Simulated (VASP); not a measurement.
Cr: single point with PBEsol+U

The system is Cr.

```
Cr
1.0
     2.71400    0.00000    0.00000
    -1.35700    2.35039    0.00000
     0.00000    0.00000    4.41000
Cr
2
Direct
  0.66667 0.33333 0.75000
  0.33333 0.66667 0.25000
```

- Program: VASP 6.6.1
- Task: single point
- Functional: PBEsol
- Potentials or basis: VASP PAW PBE potentials, release 64 (Cr_pv)
- Cutoff: 520 eV
- k mesh: 11 × 11 × 6
- Occupations: fermi-dirac, width 0.05 eV
- Spin: collinear spin, ferromagnetic start
- Starting moments: [3.0, 3.0] μB
- Hubbard terms: Cr d U = 2.0 eV
- Dipole correction: no
- Further INCAR settings: ALGO = Normal; EDIFF = 1e-07; NBANDS = 23

The pressure is -13.8 GPa, the net moment is 4.44 μB per cell and the site moments are Cr +2.11 μB. The valence electrons inside the program's atomic spheres are Cr 10.72.

Stress tensor (GPa, compression positive):
```
-11.63   0.00   0.00
  0.00 -11.63   0.00
  0.00   0.00 -18.26
```

Levels at points of the mesh, in eV from the Fermi level:
Spin up:
| k point | band 10 | band 11 | band 12 | band 13 | band 14 | band 15 | band 16 | band 17 | band 18 | band 19 |
| --- | --- | --- | --- | --- | --- | --- | --- | --- | --- | --- |
| (0.00, 0.00, 0.00) | -1.48 | -1.48 | -1.12 | -1.12 | -0.82 | -0.82 | -0.10 | 0.42 | 0.42 | 6.00 |
| (0.00, 0.00, 0.50) | -1.94 | -1.56 | -1.56 | -1.56 | -1.56 | 0.09 | 0.09 | 0.09 | 0.09 | 6.00 |
Spin down:
| k point | band 7 | band 8 | band 9 | band 10 | band 11 | band 12 | band 13 | band 14 |
| --- | --- | --- | --- | --- | --- | --- | --- | --- |
| (0.00, 0.00, 0.00) | -6.94 | -2.60 | 0.55 | 0.97 | 1.09 | 1.09 | 1.51 | 1.51 |
| (0.00, 0.00, 0.50) | -4.92 | -4.92 | 0.22 | 0.22 | 1.05 | 1.05 | 1.05 | 1.05 |

Eigenvalues of the final occupation matrices:
```
    site  spin  trace               eigenvalues
site 1 d     1   3.09  0.59 0.61 0.61 0.63 0.63
site 1 d     2   0.99  0.16 0.16 0.22 0.22 0.23
site 2 d     1   3.09  0.59 0.61 0.61 0.63 0.63
site 2 d     2   0.99  0.16 0.16 0.22 0.22 0.23
```

It took 100 s on 1 thread of Intel Xeon 8259CL, on a shared host, peak memory 0.19 GiB.

Caveat: the PAW data sets were made with another functional, which shifts forces and pressure a little; the U is typed as a test and isn't derived for this compound. The state reached can hang on the start; a lower one may exist.
